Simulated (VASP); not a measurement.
A run of VASP 6.6.1 is set up as follows.

File INCAR:

```
SYSTEM = CaSn3N2
ALGO     = Normal         ! electronic algorithm
EDIFF    = 1E-7           ! SCF threshold, eV
ENCUT    = 520            ! plane-wave cutoff, eV
GGA      = PE             ! functional
ISIF     = 2              ! what is computed and relaxed
ISMEAR   = 0              ! smearing method
LASPH    = .TRUE.         ! aspherical terms in the spheres
LCHARG   = .FALSE.        ! write CHGCAR
LREAL    = .FALSE.        ! projectors in reciprocal space
LWAVE    = .FALSE.        ! write WAVECAR
NBANDS   = 40             ! bands
NELM     = 100            ! most SCF steps
PREC     = Accurate       ! precision mode
SIGMA    = 0.1            ! smearing width, eV
```

File KPOINTS:

```
k-points
0
G
  6 6 6
  0 0 0
```

POSCAR

```
CaSn3N2
1.0
    2.9130013500      1.6818221100      4.2544037500
   -2.9130013500      1.6818221100      4.2544037500
    0.0000000000     -3.3636442200      4.2544037500
Ca Sn N
1 3 2
Direct
    0.0000000000      0.0000000000      0.0000000000
    0.0000000000      0.5000000000      0.0000000000
    0.5000000000      0.0000000000      0.0000000000
    0.0000000000      0.0000000000      0.5000000000
    0.6276879900      0.6276879900      0.6276879900
    0.3723120100      0.3723120100      0.3723120100
```

Potentials or basis: VASP PAW PBE potentials, release 64 (Ca_sv, Sn_d, N).

Command:

```sh
$ cat potpaw_PBE.64/Ca_sv/POTCAR potpaw_PBE.64/Sn_d/POTCAR potpaw_PBE.64/N/POTCAR > POTCAR
$ mpirun -np 1 vasp_std > vasp.out
```

(1) Predict the pressure.

(2) Estimate the largest force.

(3) Estimate the band gap on the k mesh.

Answers

(1) 7.9 GPa.

(2) 0.829 eV/Å.

(3) zero (bands 31 and 32 overlap by 0.37 eV).

Caveat: the stress differs along the axes, from 5 to 15 GPa; spin-orbit coupling is left out, which moves the levels of the heavy elements.
